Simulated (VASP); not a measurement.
Here is a VASP 6.6.1 calculation.

The input INCAR:

```
ALGO = Normal
EDIFF = 1E-6
ENCUT = 520
GGA = PE
ISIF = 2
ISMEAR = -1
LASPH = T
LCHARG = F
LREAL = Auto
LWAVE = F
NBANDS = 408
NELECT = 706.0
NELM = 80
PREC = Accurate
SIGMA = 0.01
```

Contents of KPOINTS:

```
k-points
0
Gamma
  1 1 1
```

POSCAR

```
LiHf32O64
1.0
   10.3232443400      0.0000000000     -0.0100672100
    0.0000000000     10.4249879500      0.0000000000
   -1.7858212400      0.0000000000     10.5551946600
Hf O Li
32 64 1
Direct
    0.1380361097      0.2284223608      0.3550597114
    0.3617437379      0.4787550099      0.3961258916
    0.3624564716      0.2705859374      0.1477711209
    0.1386715786      0.0201648985      0.1049883324
    0.1359722263      0.2286350151      0.8573163244
    0.3614665389      0.4797713382      0.8983897134
    0.3507229405      0.2717728639      0.6526274416
    0.1371319868      0.0207463765      0.6038974462
    0.1392640886      0.7282831022      0.3544148312
    0.3641047282      0.9801531583      0.3969838585
    0.3627432909      0.7721382972      0.1463692287
    0.1391538620      0.5216878034      0.1047237487
    0.1382213747      0.7286517255      0.8546777932
    0.3621517022      0.9783556415      0.8962048134
    0.3614418520      0.7723599436      0.6460790206
    0.1361472023      0.5227544152      0.6040689847
    0.6474940590      0.2241950153      0.3397417851
    0.8622337534      0.4777446074      0.3959091196
    0.8656807213      0.2711487608      0.1418913693
    0.6398512539      0.0179706369      0.0993415829
    0.6371441914      0.2301860287      0.8528082565
    0.8622615553      0.4793903299      0.8952118070
    0.8626964175      0.2699555743      0.6452857415
    0.6406060728      0.0190327511      0.6033257241
    0.6377642261      0.7282284296      0.3532912426
    0.8640052843      0.9761570598      0.3950634505
    0.8635555931      0.7702887567      0.1458749252
    0.6378900990      0.5216257000      0.1037279638
    0.6372083762      0.7288742479      0.8547019585
    0.8624116327      0.9785498825      0.8950508522
    0.8627769728      0.7714661760      0.6462955060
    0.6387117698      0.5264919207      0.6057137277
    0.2230275452      0.3714942637      0.4913995558
    0.2768790081      0.1215024625      0.2632401191
    0.2759663343      0.1283502704      0.0132157587
    0.2266371711      0.3790371290      0.2409989380
    0.0366790350      0.1659622506      0.1730300567
    0.4664750506      0.4145917051      0.0785457078
    0.4701855085      0.3319526098      0.3313397270
    0.0349805405      0.0835509465      0.4228333708
    0.2246640717      0.3706747785      0.9911196321
    0.2747436053      0.1229149103      0.7633360204
    0.2754046050      0.1298361189      0.5135930055
    0.2195702720      0.3809615633      0.7416748681
    0.0346217162      0.1650668644      0.6741445147
    0.4646049542      0.4136223560      0.5781401814
    0.4633064694      0.3347723187      0.8278319257
    0.0337785207      0.0844165769      0.9242747322
    0.2264485387      0.8718708746      0.4886422932
    0.2769451545      0.6215778650      0.2623113335
    0.2760723139      0.6287414807      0.0123851175
    0.2254190141      0.8785762307      0.2394110304
    0.0350811083      0.6643816900      0.1742959891
    0.4673724938      0.9137244101      0.0743329726
    0.4684168025      0.8387522011      0.3256636267
    0.0328970426      0.5841759923      0.4232649551
    0.2247682914      0.8711333466      0.9890951859
    0.2756146514      0.6219944767      0.7617023822
    0.2747470258      0.6283069509      0.5118825336
    0.2245953136      0.8797729448      0.7386075567
    0.0334451298      0.6650453447      0.6741462599
    0.4678289714      0.9164101455      0.5767762981
    0.4657499474      0.8351534253      0.8258248215
    0.0345702675      0.5851759556      0.9239534802
    0.7166090089      0.3656096258      0.4879126086
    0.7804947414      0.1166116284      0.2548745304
    0.7760235614      0.1294944901      0.0076948893
    0.7261741475      0.3762673520      0.2359354663
    0.5349932359      0.1623530103      0.1701925493
    0.9673005394      0.4154696114      0.0752804848
    0.9652657922      0.3336241305      0.3258667357
    0.5354111484      0.0937926858      0.4267391810
    0.7246388096      0.3718852671      0.9866128535
    0.7735419375      0.1207631345      0.7583844450
    0.7786291790      0.1271292341      0.5072891925
    0.7231663505      0.3794296523      0.7362631828
    0.5334546573      0.1716908640      0.6677511978
    0.9627394664      0.4154112522      0.5756973032
    0.9639914395      0.3336968871      0.8265175095
    0.5344894843      0.0840659790      0.9198300561
    0.7244288082      0.8712961217      0.4885301521
    0.7752598539      0.6192487075      0.2616467188
    0.7756699470      0.6288496362      0.0113874096
    0.7250705925      0.8767746538      0.2377823727
    0.5337284844      0.6644009252      0.1747177384
    0.9658487776      0.9147484755      0.0760465351
    0.9672192506      0.8331780109      0.3262480695
    0.5326544797      0.5863207426      0.4253904350
    0.7248347914      0.8713522094      0.9875374228
    0.7752316799      0.6221876605      0.7614865767
    0.7752730096      0.6276666700      0.5116582103
    0.7248183992      0.8780090594      0.7384586349
    0.5330381944      0.6655124551      0.6745445869
    0.9667155572      0.9137838517      0.5753461790
    0.9667098942      0.8355388455      0.8255818373
    0.5335569354      0.5852684343      0.9247656217
    0.5494174317      0.2757945249      0.5282747479
```

Potentials or basis: VASP PAW PBE potentials, release 64 (Hf_pv, O, Li_sv).

Launch:

```bash
$ cat potpaw_PBE.64/Hf_pv/POTCAR potpaw_PBE.64/O/POTCAR potpaw_PBE.64/Li_sv/POTCAR > POTCAR
$ mpirun -np 1 vasp_gam > vasp.out
```

Question: Predict the largest force.

Answer: 0.099 eV/Å.

Forces on the atoms (eV/Å):
```
Hf  -0.058 -0.031 -0.058
Hf   0.049 -0.004  0.049
Hf   0.047  0.013  0.049
Hf  -0.057  0.020 -0.062
Hf  -0.059 -0.024 -0.059
Hf   0.056 -0.016  0.059
Hf   0.031  0.007  0.071
Hf  -0.058  0.013 -0.062
Hf  -0.061 -0.015 -0.059
Hf   0.044 -0.024  0.056
Hf   0.058  0.021  0.056
Hf  -0.062  0.023 -0.062
Hf  -0.061 -0.016 -0.062
Hf   0.062 -0.027  0.056
Hf   0.059  0.024  0.062
Hf  -0.058  0.021 -0.061
Hf  -0.062 -0.008 -0.071
Hf   0.078  0.000  0.056
Hf   0.063  0.015  0.055
Hf  -0.054  0.009 -0.065
Hf  -0.053 -0.025 -0.048
Hf   0.061 -0.020  0.062
Hf   0.070  0.016  0.068
Hf  -0.056  0.002 -0.055
Hf  -0.061 -0.012 -0.062
Hf   0.067 -0.019  0.065
Hf   0.060  0.025  0.063
Hf  -0.060  0.026 -0.058
Hf  -0.057 -0.011 -0.063
Hf   0.060 -0.023  0.061
Hf   0.062  0.021  0.062
Hf  -0.048  0.046 -0.046
O    0.044  0.000 -0.004
O   -0.041  0.001  0.010
O   -0.049  0.005  0.014
O    0.050  0.001 -0.005
O    0.005  0.003  0.037
O   -0.011  0.002 -0.039
O   -0.023  0.008 -0.040
O    0.019  0.003  0.041
O    0.046  0.005 -0.005
O   -0.036  0.016  0.001
O   -0.049  0.009  0.013
O    0.060 -0.011 -0.023
O    0.005  0.006  0.037
O   -0.040  0.038 -0.034
O   -0.023  0.002 -0.038
O    0.014  0.003  0.038
O    0.046 -0.006 -0.006
O   -0.047 -0.006  0.014
O   -0.043 -0.006  0.009
O    0.046  0.001 -0.015
O    0.014  0.001  0.035
O   -0.011  0.009 -0.039
O   -0.016 -0.009 -0.036
O    0.009 -0.007  0.045
O    0.047 -0.001 -0.009
O   -0.048  0.001  0.015
O   -0.051  0.003  0.006
O    0.049  0.004 -0.015
O    0.013 -0.001  0.034
O   -0.007  0.002 -0.047
O   -0.012 -0.005 -0.036
O    0.009 -0.006  0.036
O    0.055 -0.002 -0.009
O   -0.069  0.013  0.015
O   -0.045 -0.007  0.010
O    0.031 -0.019 -0.003
O    0.034  0.010  0.053
O   -0.012 -0.002 -0.038
O   -0.008  0.001 -0.037
O    0.023 -0.026  0.025
O    0.049 -0.002 -0.014
O   -0.039  0.003  0.000
O   -0.040 -0.009  0.011
O    0.042  0.002 -0.001
O    0.010 -0.014  0.071
O   -0.018 -0.004 -0.046
O   -0.012  0.002 -0.038
O    0.016  0.002  0.043
O    0.042  0.000 -0.008
O   -0.050 -0.011  0.014
O   -0.048  0.001  0.015
O    0.047  0.000 -0.012
O    0.016  0.007  0.039
O   -0.008  0.001 -0.036
O   -0.014  0.003 -0.041
O    0.014 -0.010  0.038
O    0.034  0.007 -0.006
O   -0.050 -0.009  0.005
O   -0.052 -0.002  0.013
O    0.048  0.005 -0.013
O    0.021  0.000  0.040
O   -0.012  0.005 -0.039
O   -0.014 -0.007 -0.037
O    0.010 -0.009  0.044
Li   0.026 -0.020 -0.045
```

Caveat: the k points lie up to 0.62 Å⁻¹ apart; the cell carries a net charge on a neutralising background, which shifts energy and pressure.
